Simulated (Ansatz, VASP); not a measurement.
**ZnS: VASP beside Ansatz**

The input POSCAR:

```
ZnS
1.0
    3.8109987816      0.0000000000      0.0000000000
   -1.9054993908      3.3004217586      0.0000000000
    0.0000000000      0.0000000000      6.2340000000
Zn S
2 2
Direct
    0.3333333333      0.6666666667      0.0000000000
    0.6666666667      0.3333333333      0.5000000000
    0.2546138120      0.6666666667      0.3850000000
    0.6666666667      0.3333333333      0.8850000000
```

The input INCAR.step1:

```
SYSTEM = ZnS
PREC     = Accurate       ! precision mode
ENCUT    = 520            ! plane-wave cutoff, eV
ISMEAR   = 0              ! smearing method
SIGMA    = 0.05           ! smearing width, eV
LREAL    = .FALSE.        ! projectors in reciprocal space
LASPH    = .TRUE.         ! aspherical terms in the spheres
NELM     = 100            ! most SCF steps
NBANDS   = 26             ! bands
GGA      = PE             ! functional
ALGO     = Normal         ! electronic algorithm
EDIFF    = 1E-4           ! SCF threshold, eV
LWAVE    = .TRUE.         ! write WAVECAR
LCHARG   = .FALSE.        ! write CHGCAR
```

File INCAR.step2:

```
SYSTEM = ZnS
PREC     = Accurate       ! precision mode
ENCUT    = 520            ! plane-wave cutoff, eV
EDIFF    = 1E-6           ! SCF threshold, eV
ISMEAR   = 0              ! smearing method
SIGMA    = 0.05           ! smearing width, eV
LREAL    = .FALSE.        ! projectors in reciprocal space
LASPH    = .TRUE.         ! aspherical terms in the spheres
NELM     = 100            ! most SCF steps
ALGO     = Normal         ! electronic algorithm
ISIF     = 2              ! what is computed and relaxed
LWAVE    = .FALSE.        ! write WAVECAR
LCHARG   = .FALSE.        ! write CHGCAR
METAGGA  = R2SCAN         ! meta-GGA
LMIXTAU  = .TRUE.       
NBANDS   = 26             ! bands
ISTART   = 1
```

File KPOINTS:

```
Automatic mesh
0
G
  6 6 4
  0 0 0
```

Input for Ansatz:

```yaml
crystal:
  lattice:
    - [3.8109987816, 0.0, 0.0]
    - [-1.9054993908, 3.3004217586, 0.0]
    - [0.0, 0.0, 6.234]
  atoms:
    - { symbol: Zn, position: [0.3333333333, 0.6666666667, 0.0] }
    - { symbol: Zn, position: [0.6666666667, 0.3333333333, 0.5] }
    - { symbol: S, position: [0.254613812, 0.6666666667, 0.385] }
    - { symbol: S, position: [0.6666666667, 0.3333333333, 0.885] }
basis:
  ecutwfc: 500
kpoints:
  mp_grid: { grid: [6, 6, 4] }
hamiltonian:
  xc: r2scan
scf:
  occupations: { method: gaussian, width: 0.05 }
output:
  forces: true
  stress: true
  eigenvalues: true
```

Alike in both runs: task single point; functional r2SCAN; k mesh 6 × 6 × 4; occupations gaussian, width 0.05 eV; no spin polarisation.

|  | VASP | Ansatz |
| --- | --- | --- |
| version | VASP 6.6.1 | Ansatz 0.2.0 |
| potentials or method | VASP PAW PBE potentials, release 64 (Zn, S), cutoff 520 eV | scalar-relativistic, plane waves, PAW |
| valence electrons in the cell | 36 | 36 |

```csv
,VASP,Ansatz,Ansatz less VASP
gap on the k mesh at the Fermi level (eV),2.75,2.74,-0.009
least direct gap on the mesh (eV),2.75,2.74,-0.009
pressure (GPa),2.1,2.0,-0.11
"traceless stress, the component that is largest in VASP (GPa)",4.99,4.93,-0.061
rms of the force components (eV/Å),1.153,1.141,-0.0124
```

VASP's potentials were made for PBE, not for r2SCAN. Atom by atom the forces differ by 0.013 eV/Å (rms over components). With one functional, cell and mesh, what is left measures potentials, basis and numerics.
